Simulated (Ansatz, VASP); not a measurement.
## One calculation of NaOs2, two programs

```xyz
3
Lattice="2.7605 0.0000 0.0000 -1.3803 2.3907 0.0000 0.0000 0.0000 7.5822" Properties=species:S:1:pos:R:3 pbc="T T T"
Na    0.0000    0.0000    3.7911
Os    0.0000    1.5938    6.5647
Os    1.3803    0.7969    1.0175
```

Alike in both runs: functional PBE; k mesh 18 × 18 × 6; occupations gaussian, width 0.1 eV; no spin polarisation.

Ansatz relaxed the structure, and its values are those at the end. VASP's run is a single point on that final structure, the one shown.

|  | VASP | Ansatz |
| --- | --- | --- |
| version | VASP 6.6.1 | Ansatz 0.2.0 |
| potentials or method | VASP PAW PBE potentials, release 64 (Na_pv, Os), cutoff 520 eV | scalar-relativistic, plane waves, PAW |
| valence electrons in the cell | 23 | 41 |

```csv
,VASP,Ansatz,Ansatz less VASP
gap on the k mesh at the Fermi level (eV),none,none,-
pressure (GPa),-0.1,0.0,+0.12
rms of the force components (eV/Å),0.005,0.000,-0.0046
```

A gap of «none» marks a metal or a gap that the smearing closes. VASP's potentials hold 23 valence electrons a cell and Ansatz's 41, so a difference there can come from the potentials and not from the codes.

Spin-orbit coupling is off throughout.
